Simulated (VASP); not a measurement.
# AlAs (F-43m) in VASP: a series of runs, part 2 of 2

VASP 6.6.1.

## Step 4: Single point, PBE

INCAR reads:

```
ALGO = Normal ; EDIFF = 1E-7
ENCUT = 520 ; GGA = PE
ISIF = 2 ; ISMEAR = 0
LASPH = T ; LCHARG = F
LREAL = Auto ; LWAVE = F
NBANDS = 46 ; NELM = 60
PREC = Accurate ; SIGMA = 0.01
```

KPOINTS reads:

```
k-points
0
Gamma
  2 2 2
```

POSCAR reads:

```
AlAs
1.0
    0.0000000000      5.7279123210     -5.7279123210
    5.7279123210      5.7279123210      0.0000000000
    5.7279123210      0.0000000000     -5.7279123210
Al As
8 8
Direct
    0.0000000000      0.0000000000      0.5000000000
    0.0000000000      0.5000000000      0.5000000000
    0.5000000000      0.0000000000      0.5000000000
    0.5000000000      0.5000000000      0.5000000000
    0.0000000000      0.0000000000      1.0000000000
    0.0000000000      0.5000000000      1.0000000000
    0.5000000000      0.0000000000      1.0000000000
    0.5000000000      0.5000000000      1.0000000000
    0.1250000000      0.1250000000      0.1250000000
    0.1250000000      0.6250000000      0.1250000000
    0.6250000000      0.1250000000      0.1250000000
    0.6250000000      0.6250000000      0.1250000000
    0.1250000000      0.1250000000      0.6250000000
    0.1250000000      0.6250000000      0.6250000000
    0.6250000000      0.1250000000      0.6250000000
    0.6250000000      0.6250000000      0.6250000000
```

The run is started by

```console
> cat potpaw_PBE.64/Al/POTCAR potpaw_PBE.64/As/POTCAR > POTCAR
> mpirun -np 1 vasp_std > vasp.out
```

Wall time 77 s (1 thread of Intel Xeon 6975P-C (Granite Rapids), shared host); peak memory 0.45 GiB.

Results (log left out):

| Quantity | Value |
| --- | --- |
| Free energy | -74.2073 eV |
| Pressure | 0.4 GPa |
| Band gap on the k mesh | 1.47 eV |

Levels at points of the mesh, in eV from the valence-band top:
```tsv
k point	band 29	band 30	band 31	band 32	band 33	band 34	band 35	band 36
(0.00, 0.00, 0.00)	-0.80	0.00	0.00	0.00	1.47	1.47	1.47	1.78
(0.50, 0.00, 0.00)	-0.47	-0.47	-0.47	-0.47	2.45	2.45	2.54	2.54
(0.50, 0.50, 0.00)	-0.87	-0.87	-0.87	-0.87	2.55	2.55	3.31	3.31
```

Caveat: the k points lie up to 0.47 Å⁻¹ apart.

## Step 5: Single point, PBE

This run uses another cell than the first one: it holds 54 atoms, not 16.

INCAR reads:

```
ALGO = Normal ; EDIFF = 1E-6
ENCUT = 520 ; GGA = PE
ISIF = 2 ; ISMEAR = 0
LASPH = True ; LCHARG = True
LELF = True ; LREAL = Auto
LVHAR = True ; LWAVE = False
NBANDS = 141 ; NELM = 80
PREC = Accurate ; SIGMA = 0.01
```

KPOINTS reads:

```
k-points
0
Gamma
  1 1 1
```

POSCAR reads:

```
AlAs
1.0
   -8.5918684815      0.0000000000      8.5918684815
   -8.5918684815     -8.5918684815      0.0000000000
    0.0000000000     -8.5918684815      8.5918684815
Al As
27 27
Direct
    0.0000000000      0.0000000000      0.3333333333
    0.0000000000      0.6666666667      0.3333333333
    0.0000000000      0.3333333333      0.3333333333
    0.0000000000      0.0000000000      0.6666666667
    0.0000000000      0.6666666667      0.6666666667
    0.0000000000      0.3333333333      0.6666666667
    0.0000000000      1.0000000000      0.0000000000
    0.0000000000      0.6666666667      0.0000000000
    0.0000000000      0.3333333333      0.0000000000
    0.3333333333      0.0000000000      0.3333333333
    0.3333333333      0.6666666667      0.3333333333
    0.3333333333      0.3333333333      0.3333333333
    0.3333333333      1.0000000000      0.6666666667
    0.3333333333      0.6666666667      0.6666666667
    0.3333333333      0.3333333333      0.6666666667
    0.3333333333      0.0000000000      0.0000000000
    0.3333333333      0.6666666667      0.0000000000
    0.3333333333      0.3333333333      0.0000000000
    0.6666666667      1.0000000000      0.3333333333
    0.6666666667      0.6666666667      0.3333333333
    0.6666666667      0.3333333333      0.3333333333
    0.6666666667      0.0000000000      0.6666666667
    0.6666666667      0.6666666667      0.6666666667
    0.6666666667      0.3333333333      0.6666666667
    0.6666666667      0.0000000000      0.0000000000
    0.6666666667      0.6666666667      0.0000000000
    0.6666666667      0.3333333333      0.0000000000
    0.2500000000      0.9166666667      0.2500000000
    0.2500000000      0.5833333333      0.2500000000
    0.2500000000      0.2500000000      0.2500000000
    0.2500000000      0.9166666667      0.5833333333
    0.2500000000      0.5833333333      0.5833333333
    0.2500000000      0.2500000000      0.5833333333
    0.2500000000      0.9166666667      0.9166666667
    0.2500000000      0.5833333333      0.9166666667
    0.2500000000      0.2500000000      0.9166666667
    0.5833333333      0.9166666667      0.2500000000
    0.5833333333      0.5833333333      0.2500000000
    0.5833333333      0.2500000000      0.2500000000
    0.5833333333      0.9166666667      0.5833333333
    0.5833333333      0.5833333333      0.5833333333
    0.5833333333      0.2500000000      0.5833333333
    0.5833333333      0.9166666667      0.9166666667
    0.5833333333      0.5833333333      0.9166666667
    0.5833333333      0.2500000000      0.9166666667
    0.9166666667      0.9166666667      0.2500000000
    0.9166666667      0.5833333333      0.2500000000
    0.9166666667      0.2500000000      0.2500000000
    0.9166666667      0.9166666667      0.5833333333
    0.9166666667      0.5833333333      0.5833333333
    0.9166666667      0.2500000000      0.5833333333
    0.9166666667      0.9166666667      0.9166666667
    0.9166666667      0.5833333333      0.9166666667
    0.9166666667      0.2500000000      0.9166666667
```

The run is started by

```console
> cat potpaw_PBE.64/Al/POTCAR potpaw_PBE.64/As/POTCAR > POTCAR
> mpirun -np 1 vasp_gam > vasp.out
```

It took 3.7 min on 1 thread of Intel Xeon Platinum 8481C at 2.70GHz (Sapphire Rapids), shared host; peak memory 1.2 GiB.

Results (log left out):

```yaml
Free_energy: -242.1808 eV
Pressure: 1.2 GPa
Band_gap_on_the_k_mesh: 1.76 eV
```

Levels at points of the mesh, in eV from the valence-band top:
```
           k point  band 104  band 105  band 106  band 107  band 108  band 109  band 110  band 111  band 112  band 113
(0.00, 0.00, 0.00)     -0.65     -0.65      0.00      0.00      0.00      1.76      1.95      1.95      1.95      1.95
```

Caveat: the k points lie up to 0.63 Å⁻¹ apart. PBE gaps usually lie below the measured ones, often by a third to a half.

## Step 6: Summary

| cell | k mesh | gap on the mesh (eV) | pressure (GPa) |
| --- | --- | --- | --- |
| a = 8.100 Å, angles 60.0°, 16 atoms | 3 × 3 × 3 | 1.49 | 0.2 |
| a = 9.921 Å, angles 109.5°, 32 atoms | 3 × 3 × 3 | 1.50 | 0.2 |
| a = 8.100 Å, angles 60.0°, 16 atoms | 2 × 2 × 2 | 1.47 | 0.4 |
| a = 12.151 Å, angles 60.0°, 54 atoms | 1 × 1 × 1 | 1.76 | 1.2 |

Alike in all rows: task single point; level PBE; potentials or basis VASP PAW PBE potentials, release 64 (Al, As); no spin polarisation; cutoff (eV) 520; smearing gaussian 0.01 eV.

Caveats: some runs use coarse meshes.

Total energies depend on the potentials used, so only differences within one code and one set of settings carry meaning.
